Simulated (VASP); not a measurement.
Here is a VASP 6.6.1 calculation.

The input INCAR:

```
PREC = Accurate ; ENCUT = 520
EDIFF = 1E-7 ; ISMEAR = 0
SIGMA = 0.1 ; LREAL = F
LASPH = T ; NELM = 60
ALGO = Normal ; ISIF = 2
LWAVE = F ; LCHARG = T
LDIPOL = T ; IDIPOL = 3
DIPOL = 0.5 0.5 0.500 ; GGA = PE
LELF = T ; LVHAR = T
LVACPOTAV = T ; NBANDS = 48
```

The input KPOINTS:

```
Automatic mesh
0
Gamma
  11 11 1
```

The input POSCAR:

```
TaC
1.0
    3.1644852995      0.0000000000      0.0000000000
    0.0000000000      3.1644852995      0.0000000000
    0.0000000000      0.0000000000     23.9505160569
Ta C
5 5
Direct
    0.5000000000      0.5000000000      0.3184108845
    0.0000000000      0.0000000000      0.4067224601
    0.5000000000      0.5000000000      0.4999999985
    0.0000000000      0.0000000000      0.5932775391
    0.5000000000      0.5000000000      0.6815891170
    0.0000000000      0.0000000000      0.3099089852
    0.5000000000      0.5000000000      0.4064959368
    0.0000000000      0.0000000000      0.5000000002
    0.5000000000      0.5000000000      0.5935040614
    0.0000000000      0.0000000000      0.6900910172
```

Potentials or basis: VASP PAW PBE potentials, release 64 (Ta_pv, C).

Launch:

```sh
$ cat potpaw_PBE.64/Ta_pv/POTCAR potpaw_PBE.64/C/POTCAR > POTCAR
$ mpirun -np 1 vasp_std > vasp.out
```

Task: What does it give for the band gap on the k mesh?

Result: Zero (an odd number of electrons rules out a gap without spin polarisation).

Task: Estimate the largest force.

Result: 0.022 eV/Å.

Forces on the atoms (eV/Å):
```
Ta   0.000  0.000 -0.022
Ta   0.000  0.000 -0.003
Ta   0.000  0.000  0.000
Ta   0.000  0.000  0.003
Ta   0.000  0.000  0.022
C    0.000  0.000 -0.013
C    0.000  0.000 -0.012
C    0.000  0.000  0.000
C    0.000  0.000  0.012
C    0.000  0.000  0.013
```

Caveat: spin-orbit coupling is left out, which moves the levels of the heavy elements.
